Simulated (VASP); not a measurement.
A run of VASP 6.6.1 is set up as follows.

File INCAR:

```
PREC = Accurate
ENCUT = 520
EDIFF = 1E-7
ISMEAR = 0
SIGMA = 0.1
LREAL = F
LASPH = T
NELM = 150
ALGO = Normal
ISIF = 2
LWAVE = F
LCHARG = F
ISPIN = 2
MAGMOM = 0 1 1
LORBIT = 11
GGA = PE
NBANDS = 17
```

Contents of KPOINTS:

```
regular mesh
0
Gamma
  6 6 4
```

POSCAR

```
SiC2
1.0
    2.6798104000      0.0000000000      0.0000000000
   -1.3399052000      2.3207838900      0.0000000000
    0.0000000000      0.0000000000      6.5641681000
Si C
1 2
Direct
    0.0000000000      0.0000000000      0.0000000000
    0.3333333300      0.6666666700      0.6666666700
    0.6666666700      0.3333333300      0.3333333300
```

Potentials or basis: VASP PAW PBE potentials, release 64 (Si, C).

The run is started by

```sh
$ cat potpaw_PBE.64/Si/POTCAR potpaw_PBE.64/C/POTCAR > POTCAR
$ mpirun -np 1 vasp_std > vasp.out
```

(1) What does it give for the pressure?

(2) Estimate the band gap on the k mesh.

(3) Estimate the net moment.

## Answers

(1) -20.3 GPa.

(2) zero (filled and empty bands overlap).

(3) 0.00 μB per cell.

Caveat: the k points lie up to 0.45 Å⁻¹ apart.
